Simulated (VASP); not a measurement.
Al5N: single point with PBE

Crystal: Al5N.

```
Al N
1.0
     5.22746    0.00000    0.00000
    -2.61373    4.52711    0.00000
     0.00000    0.00000    4.61762
Al N
5 1
Direct
  0.00000 0.50000 0.50000
  0.33333 0.66667 0.00000
  0.66667 0.33333 0.00000
  0.50000 0.00000 0.50000
  0.50000 0.50000 0.50000
  0.00000 0.00000 0.00000
```

The cell was built from a structure type or drawn by symmetry, and may not be a known phase.

- Program: VASP 6.6.1
- Task: single point
- Functional: PBE
- Potentials or basis: VASP PAW PBE potentials, release 64 (Al, N)
- Cutoff: 520 eV
- k mesh: 6 × 6 × 4
- Occupations: gaussian, width 0.1 eV
- Spin: collinear spin, ferromagnetic start
- Starting moments: [0.0, 0.0, 0.0, 0.0, 0.0, 1.0] μB

```json
{"Pressure": "0.0 GPa", "Net moment": "1.67 μB per cell", "Site moments": "Al +0.01, +0.00 (each value once); N +1.14 μB", "Valence electrons inside the program's atomic spheres": "Al 0.82, 0.74 (each value once); N 3.33"}
```

Levels at points of the mesh, in eV from the Fermi level:
Spin up:
| k point | band 7 | band 8 | band 9 | band 10 | band 11 | band 12 | band 13 | band 14 | band 15 | band 16 |
| --- | --- | --- | --- | --- | --- | --- | --- | --- | --- | --- |
| (0.00, 0.00, 0.00) | -3.15 | -3.15 | -2.37 | -1.30 | 0.48 | 0.48 | 1.10 | 2.76 | 2.76 | 3.11 |
| (0.50, 0.00, 0.00) | -2.53 | -2.35 | -1.13 | -0.96 | -0.49 | -0.08 | 2.13 | 2.16 | 2.27 | 2.33 |
| (0.00, 0.00, 0.50) | -2.08 | -1.96 | -1.54 | -1.54 | -1.52 | -1.52 | -0.41 | -0.41 | 3.73 | 4.38 |
| (0.50, 0.00, 0.50) | -3.22 | -2.71 | -1.15 | -0.31 | -0.02 | 1.19 | 2.85 | 3.09 | 4.86 | 4.93 |
Spin down:
| k point | band 7 | band 8 | band 9 | band 10 | band 11 | band 12 |
| --- | --- | --- | --- | --- | --- | --- |
| (0.00, 0.00, 0.00) | -2.35 | -2.30 | -2.30 | 1.10 | 1.15 | 1.43 |
| (0.50, 0.00, 0.00) | -2.12 | -1.68 | -0.50 | 0.40 | 0.60 | 1.12 |
| (0.00, 0.00, 0.50) | -1.54 | -1.50 | -1.50 | -1.31 | -1.31 | -0.42 |
| (0.50, 0.00, 0.50) | -2.70 | -2.57 | 0.70 | 1.23 | 1.26 | 1.65 |

Wall time 73 s on 1 thread of Intel(R) Xeon(R) Platinum 8488C (Sapphire Rapids), on a shared host, peak memory 0.29 GiB.
